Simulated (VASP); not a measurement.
# Cu: single point with PBEsol

Crystal: Cu.

```
Cu
1.0
     0.00000    1.78190    1.78190
     1.78190    0.00000    1.78190
     1.78190    1.78190    0.00000
Cu
1
Direct
  0.00000 0.00000 0.00000
```

```
Program             : VASP 6.6.1
Task                : single point
Functional          : PBEsol
Potentials or basis : VASP PAW PBE potentials, release 64 (Cu)
Cutoff              : 520 eV
k mesh              : 10 × 10 × 10
Occupations         : fermi-dirac, width 0.1 eV
Spin                : no spin polarisation
```

| Property | Result |
| --- | --- |
| Pressure | 0.8 GPa |

Levels at points of the mesh, in eV from the Fermi level:
```tsv
k point	band 3	band 4	band 5	band 6	band 7	band 8	band 9	band 10
(0.00, 0.00, 0.00)	-3.09	-3.09	-2.21	-2.21	23.00	25.95	25.95	25.95
(0.50, 0.00, 0.00)	-3.13	-1.60	-1.60	-1.09	4.03	21.48	22.76	22.76
(0.50, 0.50, 0.00)	-1.62	-1.45	-1.45	1.50	7.47	13.44	13.44	18.07
```

It took 16 s on 1 thread of AMD EPYC 7R13 (shared host), peak memory 0.09 GiB.

Caveat: the PAW data sets were made with another functional, which shifts forces and pressure a little.
